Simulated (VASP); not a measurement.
# SiNi3 (P4/mmm) in VASP: notebook

The runs below take SiNi3 through single point, with PBEsol.

Program: VASP 6.6.1. These are calculated values, not measurements. Logs are shortened: lines on timing, memory, paths and dates and some standing lists are left out, and cuts for length are marked.

## Step 1: The cell of the first run

It takes space group P4/mmm (No. 123, tetragonal). Conventional cell: a = 3.634 Å, b = 3.634 Å, c = 3.461 Å, α = 90.00°, β = 90.00°, γ = 90.00°. Within 3.3 Å of Si (site symmetry 4/mmm) lie 12 Ni at 2.51 to 2.57 Å. Ni (site symmetry mmm) has 4 Si at 2.51 Å and 8 Ni at 2.51 to 2.57 Å within 3.3 Å. Ni (site symmetry 4/mmm) has 8 Ni at 2.51 Å and 4 Si at 2.57 Å within 3.3 Å.

## Step 2: Single point, PBEsol (strain +0.050 along x and y, +0.000 along z)

INCAR reads:

```
  PREC = Accurate
  ENCUT = 520
  EDIFF = 1E-6
  ISMEAR = 0
  SIGMA = 0.15
  LREAL = False
  LASPH = True
  NELM = 80
  ALGO = Fast
  ISIF = 2
  LWAVE = False
  LCHARG = False
  GGA = PS
  NBANDS = 25
```

KPOINTS reads:

```
regular mesh
0
Gamma
  14 14 14
```

POSCAR reads:

```
SiNi3
1.0
    3.6343080480      0.0000000000      0.0000000000
    0.0000000000      3.6343080480      0.0000000000
    0.0000000000      0.0000000000      3.4612457600
Si Ni
1 3
Direct
    0.0000000000      0.0000000000      0.0000000000
    0.0000000000      0.5000000000      0.5000000000
    0.5000000000      0.0000000000      0.5000000000
    0.5000000000      0.5000000000      0.0000000000
```

Potentials or basis: VASP PAW PBE potentials, release 64 (Si, Ni).

The run is started by

```bash
> cat potpaw_PBE.64/Si/POTCAR potpaw_PBE.64/Ni/POTCAR > POTCAR
> mpirun -np 1 vasp_std > vasp.out
```

OUTCAR:

```text
PREC = Accurate
   ENCUT = 520
   EDIFF = 1E-6
   ISMEAR = 0
   LREAL = False
   LASPH = True
   NELM = 80
   ISIF = 2
   GGA = PS

 ion  position               nearest neighbor table
   1  0.000  0.000  0.000-   2 2.51   3 2.51   2 2.51   3 2.51   2 2.51   2 2.51   3 2.51   3 2.51
                             4 2.57   4 2.57   4 2.57   4 2.57
   2  0.000  0.500  0.500-   1 2.51   4 2.51   1 2.51   4 2.51   1 2.51   1 2.51   4 2.51   4 2.51
                             3 2.57   3 2.57   3 2.57   3 2.57
   3  0.500  0.000  0.500-   1 2.51   4 2.51   1 2.51   4 2.51   4 2.51   4 2.51   1 2.51   1 2.51
                             2 2.57   2 2.57   2 2.57   2 2.57
   4  0.500  0.500  0.000-   2 2.51   3 2.51   2 2.51   3 2.51   3 2.51   3 2.51   2 2.51   2 2.51
                             1 2.57   1 2.57   1 2.57   1 2.57

  LATTYP: Found a simple tetragonal cell.
 ALAT       =     3.6343080480
 C/A-ratio  =     0.9523809524

  Lattice vectors:

 A1 = (   3.6343080480,   0.0000000000,   0.0000000000)
 A2 = (   0.0000000000,   3.6343080480,   0.0000000000)
 A3 = (   0.0000000000,   0.0000000000,   3.4612457600)

Analysis of symmetry for initial positions (statically):
=====================================================================
 Subroutine PRICEL returns:
 Original cell was already a primitive cell.

 Routine SETGRP: Setting up the symmetry group for a
 simple tetragonal supercell.

 Subroutine GETGRP returns: Found 16 space group operations
 (whereof 16 operations were pure point group operations)
 out of a pool of 16 trial point group operations.

The static configuration has the point symmetry D_4h.

Analysis of symmetry for dynamics (positions and initial velocities):
=====================================================================
 Subroutine PRICEL returns:
 Original cell was already a primitive cell.

 Routine SETGRP: Setting up the symmetry group for a
 simple tetragonal supercell.

 Subroutine GETGRP returns: Found 16 space group operations
 (whereof 16 operations were pure point group operations)
 out of a pool of 16 trial point group operations.

The dynamic configuration has the point symmetry D_4h.

 Subroutine INISYM returns: Found 16 space group operations
 (whereof 16 operations are pure point group operations),
 and found     1 'primitive' translations

----------------------------------------------------------------------------------------

                                     Primitive cell

  volume of cell :      45.7168

  direct lattice vectors                    reciprocal lattice vectors
     3.634308048  0.000000000  0.000000000     0.275155542  0.000000000  0.000000000
     0.000000000  3.634308048  0.000000000     0.000000000  0.275155542  0.000000000
     0.000000000  0.000000000  3.461245760     0.000000000  0.000000000  0.288913319

  length of vectors
     3.634308048  3.634308048  3.461245760     0.275155542  0.275155542  0.288913319

  position of ions in fractional coordinates (direct lattice)
     0.000000000  0.000000000  0.000000000
     0.000000000  0.500000000  0.500000000
     0.500000000  0.000000000  0.500000000
     0.500000000  0.500000000  0.000000000

  ion indices of the primitive-cell ions
   primitive index   ion index
                 1           1
                 2           2
                 3           3
                 4           4

----------------------------------------------------------------------------------------

 KPOINTS: regular mesh

Automatic generation of k-mesh.
 Grid dimensions read from file:
 generate k-points for:   14   14   14

 Generating k-lattice:

  Cartesian coordinates                     Fractional coordinates (reciprocal lattice)
     0.019653967  0.000000000  0.000000000     0.071428571  0.000000000  0.000000000
     0.000000000  0.019653967  0.000000000     0.000000000  0.071428571  0.000000000
     0.000000000  0.000000000  0.020636666     0.000000000  0.000000000  0.071428571

  Length of vectors
     0.019653967  0.019653967  0.020636666

  Shift w.r.t. Gamma in fractional coordinates (k-lattice)
     0.000000000  0.000000000  0.000000000

 Subroutine IBZKPT returns following result:
 ===========================================

 Found    288 irreducible k-points:

 Following reciprocal coordinates:
            Coordinates               Weight
  0.000000  0.000000  0.000000      1.000000
  0.071429  0.000000  0.000000      4.000000
  0.142857  0.000000  0.000000      4.000000
  0.214286  0.000000  0.000000      4.000000
  0.285714  0.000000  0.000000      4.000000
  0.357143  0.000000  0.000000      4.000000
[... 16 lines left out ...]
  0.285714  0.214286  0.000000      8.000000
  0.357143  0.214286  0.000000      8.000000
 [... further k-points ...]
   k-points           NKPTS =    288   k-points in BZ     NKDIM =    288   number of bands    NBANDS=     25
   number of dos      NEDOS =    301   number of ions     NIONS =      4
   total plane-waves  NPLWV =  21952
   dimension x,y,z NGX =    28 NGY =   28 NGZ =   28
   dimension x,y,z NGXF=    56 NGYF=   56 NGZF=   56
   ions per type =               1   3
   NGX,Y,Z   is equivalent  to a cutoff of  12.81, 12.81, 13.45 a.u.
   NGXF,Y,Z  is equivalent  to a cutoff of  25.62, 25.62, 26.90 a.u.
 SYSTEM =  unknown system
   PREC   = accura    normal or accurate (medium, high low for compatibility)
   ISTART =      0    job   : 0-new  1-cont  2-samecut
   ICHARG =      2    charge: 1-file 2-atom 10-const
   ISPIN  =      1    spin polarized calculation?
   LNONCOLLINEAR =      F non collinear calculations
   LSORBIT =      F    spin-orbit coupling
   LASPH  =      T    aspherical Exc in radial PAW
   ENCUT  =  520.0 eV  38.22 Ry    6.18 a.u.   6.76  6.76  6.44*2*pi/ulx,y,z
   NELM   =     80;   NELMIN=  2; NELMDL= -5     # of ELM steps
   EDIFF  = 0.1E-05   stopping-criterion for ELM
   LREAL  =      F    real-space projection
   EDIFFG = 0.1E-04   stopping-criterion for IOM
   NSW    =      0    number of steps for IOM
   IBRION =     -1    ionic relax: 0-MD 1-quasi-New 2-CG
   NFREE  =      0    steps in history (QN), initial steepest desc. (CG)
   ISIF   =      2    stress and relaxation
   ISYM   =      2    0-nonsym 1-usesym 2-fastsym
   POTIM  = 0.5000    time-step for ionic-motion
   TEBEG  =    0.0;   TEEND  =   0.0 temperature during run
   PSTRESS=    0.0 pullay stress
   NELECT =      34.0000    total number of electrons
   NUPDOWN=      -1.0000    fix difference up-down
   EMIN   =  10.00;   EMAX   =-10.00  energy-range for DOS
   EFERMI =   0.00;   METHOD = LEGACY
   ISMEAR =     0;   SIGMA  =   0.15  broadening in eV -4-tet -1-fermi 0-gaus
   EFERMI_NEDOS =   21; number of points for ismear=-14 and -15
   IALGO  =     68    algorithm
   IMIX   =      4    mixing-type and parameters
     AMIX     =   0.40;   BMIX     =  1.00
     AMIX_MAG =   1.60;   BMIX_MAG =  1.00
  volume/ion in A,a.u.               =      11.43        77.13
  Fermi-wavevector in a.u.,A,eV,Ry     =   1.483232  2.802903 29.932518  2.199978
  Thomas-Fermi vector in A             =   2.596919
   LORBIT       =      0    0 simple, 1 ext, 2 COOP (PROOUT), +10 PAW based schemes
   GGA     = PS    functional components
   LHFCALC =     F    Hartree Fock is set to
   AEXX    =    0.0000 exact exchange contribution
   IVDW    =     0    specifies the selected vdW correction
   LEPSILON=     F    determine dielectric tensor
   LRPA    =     F    only Hartree local field effects (RPA)
 non-spin polarized calculation
 RMM-DIIS sequential band-by-band and
 Gauss-broadening in eV      SIGMA  =   0.15
  energy-cutoff  :      520.00
  volume of cell :       45.72
 maximum number of plane-waves:      1257
 NGX is ok and might be reduce to    28
   NGX = 13   NGY = 13   NGZ = 13

 number of electron      34.0000007 magnetization

 Free energy of the ion-electron system (eV)
  ---------------------------------------------------
  ext. energy  EPLUGINS =         0.00000000
  ---------------------------------------------------
  free energy    TOTEN  =       -26.00880423 eV

  energy without entropy =      -25.98709715  energy(sigma->0) =      -25.99795069

 E-fermi :   9.6717     XC(G=0): -12.9176

 val. band max:        9.6650040772   @ k =   0.2143   0.0000   0.0714
 cond. band min:       9.6744686568   @ k =   0.2857   0.0000   0.0714
 fundamental gap:      0.0094645796
 Fermi energy:         9.6717006435

 k-point     1 :       0.0000    0.0000    0.0000
  band No.  band energies     occupation
      1      -1.8236      2.00000
      2       5.1209      2.00000
      3       5.8952      2.00000
      4       5.9528      2.00000
      5       6.3660      2.00000
      6       6.4297      2.00000
[... 17 lines left out ...]
     24      19.5316      0.00000
     25      20.0797      0.00000

 k-point     2 :       0.0714    0.0000    0.0000
  band No.  band energies     occupation
      1      -1.7689      2.00000
      2       5.1216      2.00000
      3       5.8159      2.00000
      4       5.9800      2.00000
      5       6.3570      2.00000
      6       6.4318      2.00000
[... 17 lines left out ...]
     24      19.3947      0.00000
     25      19.9104      0.00000

 k-point     3 :       0.1429    0.0000    0.0000
  band No.  band energies     occupation
      1      -1.6064      2.00000
      2       5.0268      2.00000
      3       5.6285      2.00000
      4       6.0872      2.00000
      5       6.3290      2.00000
      6       6.4354      2.00000
[... 552 lines left out ...]
 k-point    23 :       0.2857    0.2143    0.0000
  band No.  band energies     occupation
      1      -0.5383      2.00000
      2       4.1862      2.00000
      3       5.0447      2.00000
      4       6.0898      2.00000
      5       6.3003      2.00000
      6       6.6066      2.00000
[... 17 lines left out ...]
     24      18.3886      0.00000
     25      19.6310      0.00000

 k-point    24 :       0.3571    0.2143    0.0000
  band No.  band energies     occupation
      1      -0.1457      2.00000
      2       3.5063      2.00000
      3       5.1863      2.00000
      4       6.1676      2.00000
      5       6.2760      2.00000
      6       6.7798      2.00000
[... 17 lines left out ...]
     24      18.8705      0.00000
     25      19.9420      0.00000

 [... further k-points ...]

------------------------ aborting loop because EDIFF is reached ----------------------------------------

  FORCE on cell =-STRESS in cart. coord.  units (eV):
  Direction    XX          YY          ZZ          XY          YZ          ZX
  --------------------------------------------------------------------------------------
  -------------------------------------------------------------------------------------
  Total       -5.7187631     -5.7187631     -4.0637204      0.0000000      0.0000000      0.0000000
  in kB     -200.4180269   -200.4180269   -142.4159038      0.0000000      0.0000000      0.0000000
  external PRESSURE =    -181.0839859 kB  Pullay stress =       0.0000000 kB

 VOLUME and BASIS-vectors are now :
 -----------------------------------------------------------------------------
  energy-cutoff  :      520.00
  volume of cell :       45.72
      direct lattice vectors                 reciprocal lattice vectors
     3.634308048  0.000000000  0.000000000     0.275155542  0.000000000  0.000000000
     0.000000000  3.634308048  0.000000000     0.000000000  0.275155542  0.000000000
     0.000000000  0.000000000  3.461245760     0.000000000  0.000000000  0.288913319

 POSITION                                       TOTAL-FORCE (eV/Angst)
 -----------------------------------------------------------------------------------
      0.00000      0.00000      0.00000         0.000000      0.000000      0.000000
      0.00000      1.81715      1.73062         0.000000      0.000000      0.000000
      1.81715      0.00000      1.73062         0.000000      0.000000      0.000000
      1.81715      1.81715      0.00000         0.000000      0.000000      0.000000
 -----------------------------------------------------------------------------------
    total drift:                                0.000000      0.000000      0.000000

  FREE ENERGIE OF THE ION-ELECTRON SYSTEM (eV)
  ---------------------------------------------------
  free  energy   TOTEN  =       -26.0088042313 eV

  energy  without entropy=      -25.9870971481  energy(sigma->0) =      -25.99795069
```

Run time: 8 min. Hardware: 1 thread of Intel Xeon 8259CL, shared host; peak memory 0.37 GiB.

What came out:

```yaml
Free_energy: -26.0088 eV
Pressure: -18.1 GPa
Band_gap_on_the_k_mesh: zero (bands 17 and 18 overlap by 0.31 eV)
```

Stress tensor (GPa, compression positive):
```
-20.04   0.00   0.00
  0.00 -20.04   0.00
  0.00   0.00 -14.24
```

Levels at points of the mesh, in eV from the Fermi level:
| k point | band 13 | band 14 | band 15 | band 16 | band 17 | band 18 | band 19 | band 20 | band 21 | band 22 |
| --- | --- | --- | --- | --- | --- | --- | --- | --- | --- | --- |
| (0.00, 0.00, 0.00) | -0.71 | -0.47 | -0.30 | -0.22 | -0.13 | 0.06 | 0.06 | 4.19 | 5.73 | 6.43 |
| (0.50, 0.00, 0.00) | -1.21 | -1.14 | -1.07 | -0.47 | 0.06 | 3.03 | 3.63 | 4.67 | 4.78 | 5.62 |
| (0.50, 0.50, 0.00) | -1.41 | -1.33 | -1.13 | -0.97 | -0.95 | 0.47 | 0.47 | 5.47 | 6.41 | 7.85 |
| (0.00, 0.00, 0.50) | -1.34 | -1.05 | -1.04 | -0.63 | -0.13 | 3.51 | 3.51 | 4.50 | 4.90 | 4.90 |
| (0.50, 0.00, 0.50) | -1.23 | -1.21 | -1.00 | -0.96 | -0.86 | 0.62 | 0.63 | 5.15 | 5.84 | 7.08 |
| (0.50, 0.50, 0.50) | -1.29 | -1.24 | -1.04 | -0.33 | -0.25 | -0.25 | -0.15 | 0.97 | 3.66 | 3.66 |

Caveat: the cell differs from its parent crystal (strain +0.050 along x and y, +0.000 along z); the cell stands under tension; the PAW data sets were made with another functional, which shifts forces and pressure a little. Spin polarisation is off, so any magnetic state and its effect on volume and gap are missing.

## Step 3: Single point, PBEsol (strain +0.025 along x and y, +0.050 along z)

Changes to INCAR since step 2:

```diff
@@ -11,4 +11,6 @@
   LWAVE = False
-  LCHARG = False
+  LCHARG = True
   GGA = PS
+  LELF = True
+  LVHAR = True
   NBANDS = 25
```

KPOINTS reads:

```
Automatic mesh
0
Gamma
  14 14 14
```

POSCAR reads:

```
SiNi3
1.0
    3.5477769040      0.0000000000      0.0000000000
    0.0000000000      3.5477769040      0.0000000000
    0.0000000000      0.0000000000      3.6343080480
Si Ni
1 3
Direct
    0.0000000000      0.0000000000      0.0000000000
    0.0000000000      0.5000000000      0.5000000000
    0.5000000000      0.0000000000      0.5000000000
    0.5000000000      0.5000000000      0.0000000000
```

Potentials or basis: VASP PAW PBE potentials, release 64 (Si, Ni).

The run is started by

```bash
> cat potpaw_PBE.64/Si/POTCAR potpaw_PBE.64/Ni/POTCAR > POTCAR
> mpirun -np 1 vasp_std > vasp.out
```

OUTCAR:

```text
PREC = Accurate
   ENCUT = 520
   EDIFF = 1E-6
   ISMEAR = 0
   LREAL = False
   LASPH = True
   NELM = 80
   ISIF = 2
   GGA = PS

 ion  position               nearest neighbor table
   1  0.000  0.000  0.000-   4 2.51   4 2.51   4 2.51   4 2.51   3 2.54   2 2.54   3 2.54   2 2.54
                             3 2.54   2 2.54   3 2.54   2 2.54
   2  0.000  0.500  0.500-   3 2.51   3 2.51   3 2.51   3 2.51   4 2.54   1 2.54   1 2.54   1 2.54
                             4 2.54   4 2.54   4 2.54   1 2.54
   3  0.500  0.000  0.500-   2 2.51   2 2.51   2 2.51   2 2.51   4 2.54   1 2.54   4 2.54   4 2.54
[... 880 lines left out ...]
  -------------------------------------------------------------------------------------
  Total       -4.9925115     -4.9925115     -5.9555044      0.0000000      0.0000000      0.0000000
  in kB     -174.8619499   -174.8619499   -208.5906282      0.0000000      0.0000000      0.0000000
  external PRESSURE =    -186.1048427 kB  Pullay stress =       0.0000000 kB

 VOLUME and BASIS-vectors are now :
 -----------------------------------------------------------------------------
  energy-cutoff  :      520.00
  volume of cell :       45.74
      direct lattice vectors                 reciprocal lattice vectors
     3.547776904  0.000000000  0.000000000     0.281866653  0.000000000  0.000000000
     0.000000000  3.547776904  0.000000000     0.000000000  0.281866653  0.000000000
     0.000000000  0.000000000  3.634308048     0.000000000  0.000000000  0.275155542

 POSITION                                       TOTAL-FORCE (eV/Angst)
 -----------------------------------------------------------------------------------
      0.00000      0.00000      0.00000         0.000000      0.000000      0.000000
      0.00000      1.77389      1.81715         0.000000      0.000000      0.000000
      1.77389      0.00000      1.81715         0.000000      0.000000      0.000000
      1.77389      1.77389      0.00000         0.000000      0.000000      0.000000
 -----------------------------------------------------------------------------------
    total drift:                                0.000000      0.000000      0.000000

  FREE ENERGIE OF THE ION-ELECTRON SYSTEM (eV)
  ---------------------------------------------------
  free  energy   TOTEN  =       -26.0261340747 eV

  energy  without entropy=      -26.0037520078  energy(sigma->0) =      -26.01494304
```

OSZICAR:

```text
N       E                     dE             d eps       ncg     rms          rms(c)
DAV:   1     0.195057569730E+03    0.19506E+03   -0.15307E+04 14504   0.178E+03
DAV:   2    -0.196245880671E+02   -0.21468E+03   -0.20249E+03 14402   0.324E+02
DAV:   3    -0.299969571106E+02   -0.10372E+02   -0.99647E+01 16444   0.940E+01
DAV:   4    -0.301767798630E+02   -0.17982E+00   -0.17942E+00 16611   0.111E+01
DAV:   5    -0.301823687869E+02   -0.55889E-02   -0.55880E-02 17756   0.182E+00    0.196E+01
RMM:   6    -0.306177994256E+02   -0.43543E+00   -0.43015E+01 15818   0.744E+01    0.205E+01
RMM:   7    -0.261141487069E+02    0.45037E+01   -0.12008E+01 14628   0.407E+01    0.359E+00
RMM:   8    -0.260322817266E+02    0.81867E-01   -0.12898E-01 15254   0.260E+00    0.674E-01
RMM:   9    -0.260301783436E+02    0.21034E-02   -0.37871E-02 15977   0.161E+00    0.786E-01
RMM:  10    -0.260274876494E+02    0.26907E-02   -0.11075E-02 17573   0.924E-01    0.418E-01
RMM:  11    -0.260262589956E+02    0.12287E-02   -0.36358E-03 17026   0.441E-01    0.174E-01
RMM:  12    -0.260261521975E+02    0.10680E-03   -0.13705E-03 16927   0.409E-01    0.102E-01
RMM:  13    -0.260261124913E+02    0.39706E-04   -0.73450E-04 17410   0.238E-01    0.433E-02
RMM:  14    -0.260261317748E+02   -0.19283E-04   -0.32161E-04 19763   0.118E-01    0.175E-02
RMM:  15    -0.260261347644E+02   -0.29896E-05   -0.30870E-05 19186   0.304E-02    0.182E-02
RMM:  16    -0.260261340747E+02    0.68972E-06   -0.27281E-06 10836   0.111E-02
   1 F= -.26026134E+02 E0= -.26014943E+02  d E =-.223821E-01
```

Run time: 7.5 min. Hardware: 1 thread of Intel Xeon 8259CL, shared host; peak memory 0.37 GiB.

What came out:

```yaml
Free_energy: -26.0261 eV
Pressure: -18.6 GPa
Band_gap_on_the_k_mesh: zero (bands 17 and 18 overlap by 0.28 eV)
```

Caveat: the cell differs from its parent crystal (strain +0.025 along x and y, +0.050 along z); the cell stands under tension; the PAW data sets were made with another functional, which shifts forces and pressure a little. Spin polarisation is off, so any magnetic state and its effect on volume and gap are missing.
